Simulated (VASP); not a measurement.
Runs of VASP 6.6.1 on SiC2. Symmetry: P6/mmm, No. 191, hexagonal system. Conventional cell: a = 2.465 Å, b = 2.465 Å, c = 7.127 Å, α = 90.00°, β = 90.00°, γ = 120.00°. Within 3.3 Å of Si (site symmetry 6/mmm) lie 6 Si at 2.46 Å. C (site symmetry -6m2) has 3 C at 1.42 Å within 1.9 Å. 

```csv
share of exact exchange,gap on the mesh (eV),pressure (GPa),largest force (eV/Å)
0.15,none,0.7,-
0.3,none,-1.4,(c)
0.25,none,-0.8,0.01
0.1,none,1.4,-
0.4,none,(a),(b)
0.2,none,0.0,-
0.05,none,2.1,-
```

Alike in all rows: task single point; level PBE-based screened hybrid; potentials or basis VASP PAW PBE potentials, release 64 (Si, C); no spin polarisation; cell as given; k mesh 6 × 6 × 2; cutoff (eV) 520; smearing fermi-dirac 0.05 eV.

Estimate the missing entries.

(a) -2.8; (b) 0.79; (c) 0.09.

Caveats: all runs use coarse meshes; the PAW data sets were made with another functional, which shifts forces and pressure a little.

A gap of «none» marks levels without a gap at the run's occupations.
